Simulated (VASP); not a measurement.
**Ga: single point with PBE**

The system is Ga.

```
Ga
1.0
    -1.38440    1.38440    2.31122
     1.38440   -1.38440    2.31122
     1.38440    1.38440   -2.31122
Ga
1
Direct
  0.00000 0.00000 0.00000
```

```json
{
  "Program": "VASP 6.6.1",
  "Task": "single point",
  "Functional": "PBE",
  "Potentials or basis": "VASP PAW PBE potentials, release 64 (Ga_d)",
  "Cutoff": "520 eV",
  "k mesh": "13 × 13 × 13",
  "Occupations": "gaussian, width 0.022 eV",
  "Spin": "no spin polarisation"
}
```

| Property | Result |
| --- | --- |
| Pressure | 3.6 GPa |

Stress tensor (GPa, compression positive):
```
3.58 0.00 0.00
0.00 3.58 0.00
0.00 0.00 3.50
```

Levels at points of the mesh, in eV from the Fermi level:
```tsv
k point	band 4	band 5	band 6	band 7	band 8	band 9
(0.00, 0.00, 0.00)	-14.86	-14.70	-11.48	12.75	13.06	13.06
```

Wall time 11 s on 1 thread of Intel(R) Xeon(R) 6975P-C (Granite Rapids) (shared host), peak memory 0.16 GiB.
